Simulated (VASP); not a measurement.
Write the native input for VASP 6.6.1 that does the following.

```
Task                   : single point
Functional             : PBE
Potentials or basis    : VASP PAW PBE potentials, release 64 (B)
Cutoff                 : 520 eV
k mesh                 : 8 × 8 × 6
Occupations            : gaussian, width 0.1 eV
Spin                   : no spin polarisation
Dipole correction      : no
Further INCAR settings : ALGO = Normal; EDIFF = 1e-07; NBANDS = 22
```

The structure of B lies in POSCAR:

```
B
1.0
    1.9523427355     -3.1607138899     -0.0000181036
    1.5499181991      2.8672515813     -0.0050265799
    0.0077189974      0.0052605129      5.1251576441
B
8
Direct
    0.2499419567      0.2499848966      0.1692750280
    0.2500286681      0.7500207735      0.3307274301
    0.7499473728      0.2499781415      0.1692693064
    0.7500209625      0.7500129933      0.3307283444
    0.2500314838      0.2500050151      0.8307324302
    0.2500136447      0.7500116537      0.6692681032
    0.7500190030      0.2499926413      0.8307224880
    0.7499969084      0.7499938850      0.6692768697
```

One way to write it, as run:

INCAR

```
PREC     = Accurate       # precision mode
ENCUT    = 520            # plane-wave cutoff, eV
EDIFF    = 1E-7           # SCF threshold, eV
ISMEAR   = 0              # smearing method
SIGMA    = 0.1            # smearing width, eV
LREAL    = F              # projectors in reciprocal space
LASPH    = T              # aspherical terms in the spheres
NELM     = 60             # most SCF steps
ALGO     = Normal         # electronic algorithm
ISIF     = 2              # what is computed and relaxed
LWAVE    = F              # write WAVECAR
LCHARG   = T              # write CHGCAR
GGA      = PE             # functional
LELF     = T              # ELF
LVHAR    = T            
NBANDS   = 22             # bands
```

KPOINTS

```
Automatic mesh
0
Gamma
  8 8 6
```

Potentials or basis: VASP PAW PBE potentials, release 64 (B).

Command:

```console
$ cat potpaw_PBE.64/B/POTCAR > POTCAR
$ mpirun -np 1 vasp_std > vasp.out
```

It gave:

```
Pressure               : 0.0 GPa
Band gap on the k mesh : zero (bands 12 and 13 overlap by 1.47 eV)
```

Wall time 2.1 min on 1 thread of AMD EPYC 9R45 96-Core Processor (Zen 5) (shared host), peak memory 0.25 GiB.
